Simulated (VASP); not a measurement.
Runs of VASP 6.6.1 on Li. The structure is that of space group Cmmm (No. 65), or close to it. The cells are those of the table. 

```csv
task,cell,k mesh,cutoff (eV),gap on the mesh (eV),pressure (GPa),relaxed volume (Å³/atom)
single point,"a = 2.776, b = 2.776, c = 1.947 Å, angles 90.0, 90.0, 104.0°, 1 atom",6 × 6 × 8,520,none,-,-
relaxation of cell and atoms,"relaxed from a = 2.776, b = 2.776, c = 1.947 Å, angles 90.0, 90.0, 104.0°, 1 atom",6 × 6 × 8,600,none,-0.1,(a)
single point,"a = 2.905, b = 2.905, c = 2.641 Å, angles 90.0, 90.0, 116.1°, 1 atom",6 × 6 × 8,520,none,-,-
relaxation of cell and atoms,"relaxed from a = 2.905, b = 2.905, c = 2.641 Å, angles 90.0, 90.0, 116.1°, 1 atom",22 × 22 × 22,600,none,0.0,20.12
```

Alike in all rows: level PBE; potentials or basis VASP PAW PBE potentials, release 64 (Li_sv); no spin polarisation; smearing gaussian 0.1 eV.

Problem. Fill in the values left out.

Solution. (a) 18.20.

Caveats: some runs use coarse meshes; the cutoff is under 1.25 times the usual one of these potentials, so pressure, stress and relaxed cells hold a basis-set (Pulay) error; the volume moved by over 15 % at a fixed basis, so the end points are rough (some runs).

A gap of «none» marks levels without a gap at the run's occupations.
